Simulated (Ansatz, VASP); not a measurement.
# Two plane-wave programs on Zr

Contents of POSCAR:

```
Zr
1.0
    3.2392314100      0.0000000000      0.0000000000
   -1.6196157100      2.8052566900      0.0000000000
    0.0000000000      0.0000000000      5.1722200000
Zr
2
Direct
    0.3333333300      0.6666666700      0.2500000000
    0.6666666700      0.3333333300      0.7500000000
```

The input INCAR.step1:

```
SYSTEM = Zr
PREC = Accurate
ENCUT = 520
ISMEAR = 0
SIGMA = 0.1
LREAL = .FALSE.
LASPH = .TRUE.
NELM = 100
NBANDS = 19
GGA = PE
ALGO = Normal
EDIFF = 1E-4
LWAVE = .TRUE.
LCHARG = .FALSE.
```

INCAR.step2

```
SYSTEM = Zr
PREC = Accurate
ENCUT = 520
EDIFF = 1E-6
ISMEAR = 0
SIGMA = 0.1
LREAL = .FALSE.
LASPH = .TRUE.
NELM = 100
ALGO = Normal
ISIF = 2
LWAVE = .FALSE.
LCHARG = .FALSE.
METAGGA = R2SCAN
LMIXTAU = .TRUE.
NBANDS = 19
ISTART = 1
```

KPOINTS

```
regular mesh
0
G
  6 6 4
  0 0 0
```

Input for Ansatz:

```yaml
crystal:
  lattice:
    - [3.23923141, 0.0, 0.0]
    - [-1.61961571, 2.80525669, 0.0]
    - [0.0, 0.0, 5.17222]
  atoms:
    - { symbol: Zr, position: [0.33333333, 0.66666667, 0.25] }
    - { symbol: Zr, position: [0.66666667, 0.33333333, 0.75] }
basis:
  ecutwfc: 500
kpoints:
  mp_grid: { grid: [6, 6, 4] }
hamiltonian:
  xc: r2scan
  pseudopotentials: { kind: paw, azcp: { folder: soft_1 } }
scf:
  occupations: { method: gaussian, width: 0.1 }
output:
  forces: true
  stress: true
  eigenvalues: true
```

Alike in both runs: task single point; functional r2SCAN; k mesh 6 × 6 × 4; occupations gaussian, width 0.1 eV; no spin polarisation.

|  | VASP | Ansatz |
| --- | --- | --- |
| version | VASP 6.6.1 | Ansatz 0.2.0 |
| potentials or method | VASP PAW PBE potentials, release 64 (Zr_sv), cutoff 520 eV | scalar-relativistic, plane waves, PAW |
| valence electrons in the cell | 24 | 24 |

Ansatz gave:

```
gap on the k mesh at the Fermi level (eV)                     : none
pressure (GPa)                                                : -0.2
traceless stress, the component that is largest in VASP (GPa) : 0.10
```

What did VASP give for the same quantities?

gap on the k mesh at the Fermi level (eV): none; pressure (GPa): -0.3; traceless stress, the component that is largest in VASP (GPa): 0.09.

VASP's potentials were made for PBE, not for r2SCAN. A gap of «none» marks a metal or a gap that the smearing closes. With one functional, cell and mesh, what is left measures potentials, basis and numerics.

The k mesh is coarse, so the values compare programs but aren't converged.
